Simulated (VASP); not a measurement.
# AlN (R-3m) in VASP: further runs, part 2 of 2

VASP 6.6.1.

## Step 3: Single point, PBEsol

This run uses another cell than the first one, of 7.83 Å³/atom, 1.060 times its volume.

INCAR reads:

```
SYSTEM = AlN
ALGO = Normal
EDIFF = 1E-6
ENCUT = 520
GGA = PS
ISIF = 2
ISMEAR = 0
LASPH = .True.
LCHARG = .False.
LREAL = .False.
LWAVE = .False.
NBANDS = 11
NELM = 80
PREC = Accurate
SIGMA = 0.05
```

KPOINTS reads:

```
k-points
0
Gamma
  10 10 10
  0 0 0
```

POSCAR reads:

```
AlN
1.0
   -0.1565474223      1.9105400197      1.9105400197
    1.9105400197     -0.1565474223      1.9105400197
    1.9105400197      1.9105400197     -0.1565474223
Al N
1 1
Direct
    0.5000000000      0.5000000000      0.5000000000
    0.0000000000      0.0000000000      0.0000000000
```

Potentials or basis: VASP PAW PBE potentials, release 64 (Al, N).

Launch:

```console
> cat potpaw_PBE.64/Al/POTCAR potpaw_PBE.64/N/POTCAR > POTCAR
> mpirun -np 1 vasp_std > vasp.out
```

OUTCAR:

```text
SYSTEM = AlN
   EDIFF = 1E-6
   ENCUT = 520
   GGA = PS
   ISIF = 2
   ISMEAR = 0
   LASPH = .True.
   LREAL = .False.
   NELM = 80
   PREC = Accurate

 ion  position               nearest neighbor table
   1  0.500  0.500  0.500-   2 1.99   2 1.99   2 1.99   2 1.99   2 1.99   2 1.99
   2  0.000  0.000  0.000-   1 1.99   1 1.99   1 1.99   1 1.99   1 1.99   1 1.99

  LATTYP: Found a trigonal (rhomboedric) cell.
 ALAT       =     2.7064429477
 COS(alpha) =     0.4166624355

  Lattice vectors:

 A1 = (  -0.1565474223,   1.9105400197,   1.9105400197)
 A2 = (   1.9105400197,  -0.1565474223,   1.9105400197)
 A3 = (   1.9105400197,   1.9105400197,  -0.1565474223)

Analysis of symmetry for initial positions (statically):
=====================================================================
 Subroutine PRICEL returns:
 Original cell was already a primitive cell.

 Routine SETGRP: Setting up the symmetry group for a
 trigonal (rhombohedral) supercell.

 Subroutine GETGRP returns: Found 12 space group operations
 (whereof 12 operations were pure point group operations)
 out of a pool of 12 trial point group operations.

The static configuration has the point symmetry D_3d.

Analysis of symmetry for dynamics (positions and initial velocities):
=====================================================================
 Subroutine PRICEL returns:
 Original cell was already a primitive cell.

 Routine SETGRP: Setting up the symmetry group for a
 trigonal (rhombohedral) supercell.

 Subroutine GETGRP returns: Found 12 space group operations
 (whereof 12 operations were pure point group operations)
 out of a pool of 12 trial point group operations.

The dynamic configuration has the point symmetry D_3d.

 Subroutine INISYM returns: Found 12 space group operations
 (whereof 12 operations are pure point group operations),
 and found     1 'primitive' translations

----------------------------------------------------------------------------------------

                                     Primitive cell

  volume of cell :      15.6580

  direct lattice vectors                    reciprocal lattice vectors
    -0.156547422  1.910540020  1.910540020    -0.231552949  0.252219522  0.252219522
     1.910540020 -0.156547422  1.910540020     0.252219522 -0.231552949  0.252219522
     1.910540020  1.910540020 -0.156547422     0.252219522  0.252219522 -0.231552949

  length of vectors
     2.706442948  2.706442948  2.706442948     0.425260089  0.425260089  0.425260089

  position of ions in fractional coordinates (direct lattice)
     0.500000000  0.500000000  0.500000000
     0.000000000  0.000000000  0.000000000

  ion indices of the primitive-cell ions
   primitive index   ion index
                 1           1
                 2           2

----------------------------------------------------------------------------------------

 KPOINTS: k-points

Automatic generation of k-mesh.
 Grid dimensions read from file:
 generate k-points for:   10   10   10

 Generating k-lattice:

  Cartesian coordinates                     Fractional coordinates (reciprocal lattice)
[... 39 lines left out ...]
  0.300000  0.300000 -0.000000      6.000000
  0.400000  0.300000 -0.000000     12.000000
 [... further k-points ...]
   k-points           NKPTS =    116   k-points in BZ     NKDIM =    116   number of bands    NBANDS=     11
   number of dos      NEDOS =    301   number of ions     NIONS =      2
   total plane-waves  NPLWV =   8000
   dimension x,y,z NGX =    20 NGY =   20 NGZ =   20
   dimension x,y,z NGXF=    40 NGYF=   40 NGZF=   40
   ions per type =               1   1
   NGX,Y,Z   is equivalent  to a cutoff of  12.29, 12.29, 12.29 a.u.
   NGXF,Y,Z  is equivalent  to a cutoff of  24.57, 24.57, 24.57 a.u.
 SYSTEM =  AlN
   PREC   = accura    normal or accurate (medium, high low for compatibility)
   ISTART =      0    job   : 0-new  1-cont  2-samecut
   ICHARG =      2    charge: 1-file 2-atom 10-const
   ISPIN  =      1    spin polarized calculation?
   LNONCOLLINEAR =      F non collinear calculations
   LSORBIT =      F    spin-orbit coupling
   LASPH  =      T    aspherical Exc in radial PAW
   ENCUT  =  520.0 eV  38.22 Ry    6.18 a.u.   5.03  5.03  5.03*2*pi/ulx,y,z
   NELM   =     80;   NELMIN=  2; NELMDL= -5     # of ELM steps
   EDIFF  = 0.1E-05   stopping-criterion for ELM
   LREAL  =      F    real-space projection
   EDIFFG = 0.1E-04   stopping-criterion for IOM
   NSW    =      0    number of steps for IOM
   IBRION =     -1    ionic relax: 0-MD 1-quasi-New 2-CG
   NFREE  =      0    steps in history (QN), initial steepest desc. (CG)
   ISIF   =      2    stress and relaxation
   ISYM   =      2    0-nonsym 1-usesym 2-fastsym
   POTIM  = 0.5000    time-step for ionic-motion
   TEBEG  =    0.0;   TEEND  =   0.0 temperature during run
   PSTRESS=    0.0 pullay stress
   NELECT =       8.0000    total number of electrons
   NUPDOWN=      -1.0000    fix difference up-down
   EMIN   =  10.00;   EMAX   =-10.00  energy-range for DOS
   EFERMI =   0.00;   METHOD = LEGACY
   ISMEAR =     0;   SIGMA  =   0.05  broadening in eV -4-tet -1-fermi 0-gaus
   EFERMI_NEDOS =   21; number of points for ismear=-14 and -15
   IALGO  =     38    algorithm
   IMIX   =      4    mixing-type and parameters
     AMIX     =   0.40;   BMIX     =  1.00
     AMIX_MAG =   1.60;   BMIX_MAG =  1.00
  volume/ion in A,a.u.               =       7.83        52.83
  Fermi-wavevector in a.u.,A,eV,Ry     =   1.308758  2.473194 23.304710  1.712848
  Thomas-Fermi vector in A             =   2.439403
   LORBIT       =      0    0 simple, 1 ext, 2 COOP (PROOUT), +10 PAW based schemes
   GGA     = PS    functional components
   LHFCALC =     F    Hartree Fock is set to
   AEXX    =    0.0000 exact exchange contribution
   IVDW    =     0    specifies the selected vdW correction
   LEPSILON=     F    determine dielectric tensor
   LRPA    =     F    only Hartree local field effects (RPA)
 non-spin polarized calculation
 Gauss-broadening in eV      SIGMA  =   0.05
  energy-cutoff  :      520.00
  volume of cell :       15.66
 maximum number of plane-waves:       446
   NGX = 11   NGY = 11   NGZ = 11

 number of electron       8.0000002 magnetization

 Free energy of the ion-electron system (eV)
  ---------------------------------------------------
  ext. energy  EPLUGINS =         0.00000000
  ---------------------------------------------------
  free energy    TOTEN  =       -15.11747224 eV

  energy without entropy =      -15.11747224  energy(sigma->0) =      -15.11747224

 E-fermi :  11.8641     XC(G=0): -12.7159

 val. band max:       11.6246673991   @ k =   0.0000   0.0000   0.0000
 cond. band min:      14.3819602281   @ k =   0.5000   0.5000  -0.0000
 fundamental gap:      2.7572928291
 Fermi energy:        11.8640923199

 k-point     1 :       0.0000    0.0000    0.0000
  band No.  band energies     occupation
      1      -7.4116      2.00000
      2      10.1625      2.00000
      3      10.1625      2.00000
      4      11.6247      2.00000
      5      16.5775      0.00000
      6      21.5594      0.00000
      7      21.5594      0.00000
      8      26.3034      0.00000
      9      27.4843      0.00000
     10      28.9680      0.00000
     11      28.9680      0.00000
[... 309 lines left out ...]
 k-point    24 :       0.4000    0.3000   -0.0000
  band No.  band energies     occupation
      1      -4.1642      2.00000
      2       4.4398      2.00000
      3       7.0768      2.00000
      4       9.1083      2.00000
      5      16.4029      0.00000
      6      18.3057      0.00000
      7      22.8107      0.00000
      8      26.8584      0.00000
      9      27.8815      0.00000
     10      33.1235      0.00000
     11      35.7727      0.00000

 [... further k-points ...]

------------------------ aborting loop because EDIFF is reached ----------------------------------------

  FORCE on cell =-STRESS in cart. coord.  units (eV):
  Direction    XX          YY          ZZ          XY          YZ          ZX
  --------------------------------------------------------------------------------------
  -------------------------------------------------------------------------------------
  Total        1.6755218      1.6755218      1.6755218      2.2519766      2.2519766      2.2519766
  in kB      171.4448242    171.4448242    171.4448242    230.4295524    230.4295524    230.4295524
  external PRESSURE =     171.4448242 kB  Pullay stress =       0.0000000 kB

 VOLUME and BASIS-vectors are now :
 -----------------------------------------------------------------------------
  energy-cutoff  :      520.00
  volume of cell :       15.66
      direct lattice vectors                 reciprocal lattice vectors
    -0.156547422  1.910540020  1.910540020    -0.231552949  0.252219522  0.252219522
     1.910540020 -0.156547422  1.910540020     0.252219522 -0.231552949  0.252219522
     1.910540020  1.910540020 -0.156547422     0.252219522  0.252219522 -0.231552949

 POSITION                                       TOTAL-FORCE (eV/Angst)
 -----------------------------------------------------------------------------------
      1.83227      1.83227      1.83227         0.000000     -0.000000     -0.000000
      0.00000      0.00000      0.00000         0.000000      0.000000      0.000000
 -----------------------------------------------------------------------------------
    total drift:                                0.000000     -0.000000     -0.000000

  FREE ENERGIE OF THE ION-ELECTRON SYSTEM (eV)
  ---------------------------------------------------
  free  energy   TOTEN  =       -15.1174722364 eV

  energy  without entropy=      -15.1174722364  energy(sigma->0) =      -15.11747224
```

OSZICAR:

```text
N       E                     dE             d eps       ncg     rms          rms(c)
DAV:   1     0.696428866583E+01    0.69643E+01   -0.41155E+03  2576   0.674E+02
DAV:   2    -0.161749553297E+02   -0.23139E+02   -0.21862E+02  3061   0.126E+02
DAV:   3    -0.168087638468E+02   -0.63381E+00   -0.63266E+00  3083   0.188E+01
DAV:   4    -0.168106998605E+02   -0.19360E-02   -0.19359E-02  2867   0.111E+00
DAV:   5    -0.168107134217E+02   -0.13561E-04   -0.13561E-04  3040   0.946E-02    0.754E+00
DAV:   6    -0.151657976519E+02    0.16449E+01   -0.66323E+00  2933   0.138E+01    0.282E+00
DAV:   7    -0.151315300808E+02    0.34268E-01   -0.19921E-01  2933   0.311E+00    0.183E+00
DAV:   8    -0.151178514660E+02    0.13679E-01   -0.14658E-02  2729   0.106E+00    0.363E-01
DAV:   9    -0.151174605217E+02    0.39094E-03   -0.16410E-03  3004   0.251E-01    0.164E-01
DAV:  10    -0.151174766615E+02   -0.16140E-04   -0.86382E-05  2959   0.664E-02    0.425E-02
DAV:  11    -0.151174723517E+02    0.43098E-05   -0.12279E-05  2909   0.216E-02    0.527E-03
DAV:  12    -0.151174722364E+02    0.11528E-06   -0.26703E-07  1480   0.474E-03
   1 F= -.15117472E+02 E0= -.15117472E+02  d E =-.310560E-14
```

stdout:

```text
POSCAR found type information on POSCAR AlN
 POSCAR found :  2 types and       2 ions
 scaLAPACK will be used
 -----------------------------------------------------------------------------
|                                                                             |
|                                                                             |
|     You enforced a specific xc type in the INCAR file but a different       |
|     I HOPE YOU KNOW WHAT YOU ARE DOING!                                     |
|                                                                             |
 -----------------------------------------------------------------------------

 LDA part: xc-table for (Slater+PW92), standard interpolation
 POSCAR, INCAR and KPOINTS ok, starting setup
 FFT: planning ... GRIDC
 FFT: planning ... GRID_SOFT
 FFT: planning ... GRID
 WAVECAR not read
 entering main loop
```

Wall time 9.9 s (1 thread of Intel Xeon Platinum 8488C (Sapphire Rapids), shared host); peak memory 0.13 GiB.

What came out:

* Free energy: -15.1175 eV
* Pressure: 17.1 GPa
* Band gap on the k mesh: 2.76 eV, indirect (least direct gap 4.95 eV)

Levels at points of the mesh, in eV from the valence-band top:
```
           k point  band 2  band 3  band 4  band 5  band 6  band 7
(0.00, 0.00, 0.00)   -1.46   -1.46    0.00    4.95    9.93    9.93
(0.50, 0.00, 0.00)   -9.98   -2.31   -1.30    5.61   10.32   12.21
(0.50, 0.50, 0.00)   -8.77   -4.79   -2.97    2.76    5.47   12.94
(0.50, 0.50, 0.50)   -8.84   -3.00   -3.00    3.78    8.46    8.46
```

Caveat: the PAW data sets were made with another functional, which shifts forces and pressure a little.

## Step 4: Single point, PBEsol

This run uses another cell than the first one, of 7.83 Å³/atom, 1.060 times its volume.

INCAR reads:

```
SYSTEM = AlN
PREC = Accurate ; ENCUT = 520
EDIFF = 1E-7 ; ISMEAR = 0
SIGMA = 0.05 ; LREAL = .False.
LASPH = .True. ; NELM = 80
ALGO = Normal ; ISIF = 2
LWAVE = .False. ; LCHARG = .False.
GGA = PS ; NBANDS = 11
```

KPOINTS reads:

```
regular mesh
0
Gamma
  10 10 10
  0 0 0
```

POSCAR reads:

```
AlN
1.0
    0.1630184772      2.0704109564      2.0704109564
    2.0704109564      0.1630184772      2.0704109564
    2.0704109564      2.0704109564      0.1630184772
Al N
1 1
Direct
    0.5000000000      0.5000000000      0.5000000000
    0.0000000000      0.0000000000      0.0000000000
```

Launch:

```console
> cat potpaw_PBE.64/Al/POTCAR potpaw_PBE.64/N/POTCAR > POTCAR
> mpirun -np 1 vasp_std > vasp.out
```

Wall time 13 s (1 thread of Intel Xeon Platinum 8488C (Sapphire Rapids), shared host); peak memory 0.14 GiB.

Results (log left out):

```
Free energy            : -15.0598 eV
Pressure               : 17.5 GPa
Band gap on the k mesh : 3.03 eV, indirect (least direct gap 4.60 eV)
```

Stress tensor (GPa, compression positive):
```
 17.50 -30.38 -30.38
-30.38  17.50 -30.38
-30.38 -30.38  17.50
```

Levels at points of the mesh, in eV from the valence-band top:
| k point | band 1 | band 2 | band 3 | band 4 | band 5 | band 6 | band 7 | band 8 |
| --- | --- | --- | --- | --- | --- | --- | --- | --- |
| (0.00, 0.00, 0.00) | -18.75 | -2.01 | 0.00 | 0.00 | 4.60 | 10.42 | 12.74 | 12.74 |
| (0.50, 0.00, 0.00) | -14.95 | -9.11 | -2.71 | -1.49 | 4.62 | 9.95 | 10.82 | 13.00 |
| (0.50, 0.50, 0.00) | -14.08 | -8.49 | -4.45 | -2.72 | 3.03 | 5.75 | 12.97 | 17.42 |
| (0.50, 0.50, 0.50) | -15.84 | -10.31 | -0.92 | -0.92 | 7.48 | 11.86 | 12.65 | 12.65 |

Caveat: the PAW data sets were made with another functional, which shifts forces and pressure a little. A k mesh can miss the band edges.

## Step 5: Single point, PBEsol

This run uses another cell than the first one, of 7.83 Å³/atom, 1.060 times its volume.

INCAR reads:

```
SYSTEM = AlN
ALGO = Normal
EDIFF = 1E-6
ENCUT = 520
GGA = PS
ISIF = 2
ISMEAR = 0
LASPH = .TRUE.
LCHARG = .FALSE.
LREAL = .FALSE.
LWAVE = .FALSE.
NBANDS = 11
NELM = 60
PREC = Accurate
SIGMA = 0.05
```

KPOINTS reads:

```
k-points
0
G
  10 10 10
  0 0 0
```

POSCAR reads:

```
AlN
1.0
   -0.1049684885      1.9345746822      1.9345746822
    1.9345746822     -0.1049684885      1.9345746822
    1.9345746822      1.9345746822     -0.1049684885
Al N
1 1
Direct
    0.5000000000      0.5000000000      0.5000000000
    0.0000000000      0.0000000000      0.0000000000
```

Launch:

```console
> cat potpaw_PBE.64/Al/POTCAR potpaw_PBE.64/N/POTCAR > POTCAR
> mpirun -np 1 vasp_std > vasp.out
```

Wall time 9.8 s (1 thread of Intel Xeon Platinum 8488C (Sapphire Rapids), shared host); peak memory 0.13 GiB.

The run converged. Its results:

```
Free energy            : -15.2729 eV
Pressure               : 16.6 GPa
Band gap on the k mesh : 3.47 eV, indirect (least direct gap 5.49 eV)
```

Stress tensor (GPa, compression positive):
```
16.62 16.30 16.30
16.30 16.62 16.30
16.30 16.30 16.62
```

Levels at points of the mesh, in eV from the valence-band top:
| k point | band 2 | band 3 | band 4 | band 5 | band 6 | band 7 |
| --- | --- | --- | --- | --- | --- | --- |
| (0.00, 0.00, 0.00) | -1.04 | -1.04 | 0.00 | 5.49 | 10.64 | 10.64 |
| (0.50, 0.00, 0.00) | -9.61 | -2.01 | -1.31 | 5.89 | 10.60 | 11.88 |
| (0.50, 0.50, 0.00) | -8.51 | -4.23 | -3.03 | 3.47 | 5.28 | 13.57 |
| (0.50, 0.50, 0.50) | -8.84 | -2.46 | -2.46 | 4.58 | 9.36 | 9.36 |

Caveat: the PAW data sets were made with another functional, which shifts forces and pressure a little.

## Step 6: Single point, PBEsol

This run uses another cell than the first one, of 8.71 Å³/atom, 1.179 times its volume.

INCAR reads:

```
SYSTEM = AlN
PREC = Accurate ; ENCUT = 520
EDIFF = 1E-7 ; ISMEAR = 0
SIGMA = 0.05 ; LREAL = .FALSE.
LASPH = .TRUE. ; NELM = 100
ALGO = Normal ; ISIF = 2
LWAVE = .FALSE. ; LCHARG = .TRUE.
GGA = PS ; LELF = .TRUE.
LVHAR = .TRUE. ; NBANDS = 11
```

KPOINTS reads:

```
regular mesh
0
G
  10 10 10
  0 0 0
```

POSCAR reads:

```
AlN
1.0
    0.1117773594      2.1149558432      2.1149558432
    2.1149558432      0.1117773594      2.1149558432
    2.1149558432      2.1149558432      0.1117773594
Al N
1 1
Direct
    0.5000000000      0.5000000000      0.5000000000
    0.0000000000      0.0000000000      0.0000000000
```

Potentials or basis: VASP PAW PBE potentials, release 64 (Al, N).

Launch:

```console
> cat potpaw_PBE.64/Al/POTCAR potpaw_PBE.64/N/POTCAR > POTCAR
> mpirun -np 1 vasp_std > vasp.out
```

Wall time 18 s (1 thread of Intel Xeon 8259CL, shared host); peak memory 0.15 GiB.

The run converged. Its results:

```yaml
Free_energy: -15.2709 eV
Pressure: -11.7 GPa
Band_gap_on_the_k_mesh: 3.21 eV, indirect (least direct gap 4.16 eV)
```

Stress tensor (GPa, compression positive):
```
-11.72 -16.82 -16.82
-16.82 -11.72 -16.82
-16.82 -16.82 -11.72
```

Levels at points of the mesh, in eV from the valence-band top:
```csv
k point,band 2,band 3,band 4,band 5,band 6,band 7
"(0.00, 0.00, 0.00)",-1.18,0.00,0.00,4.16,10.36,12.23
"(0.50, 0.00, 0.00)",-8.24,-1.91,-1.18,4.75,9.53,10.15
"(0.50, 0.50, 0.00)",-7.49,-3.59,-2.53,3.21,5.30,12.50
"(0.50, 0.50, 0.50)",-9.02,-0.83,-0.83,6.38,11.27,11.30
```

Caveat: the PAW data sets were made with another functional, which shifts forces and pressure a little. PBEsol gaps usually lie below the measured ones, often by a third to a half.

## Step 7: Overview

```csv
cell,gap on the mesh (eV),pressure (GPa)
"a = 2.833 Å, angles 56.5°, 2 atoms",3.85,37.8
"a = 2.706 Å, angles 65.4°, 2 atoms",2.76,17.1
"a = 2.933 Å, angles 54.8°, 2 atoms",3.03,17.5
"a = 2.738 Å, angles 63.6°, 2 atoms",3.47,16.6
"a = 2.993 Å, angles 56.5°, 2 atoms",3.21,-11.7
```

Alike in all rows: task single point; level PBEsol; potentials or basis VASP PAW PBE potentials, release 64 (Al, N); no spin polarisation; k mesh 10 × 10 × 10; cutoff (eV) 520; smearing gaussian 0.05 eV.

Caveats: the PAW data sets were made with another functional, which shifts forces and pressure a little.

Total energies depend on the potentials used, so only differences within one code and one set of settings carry meaning.
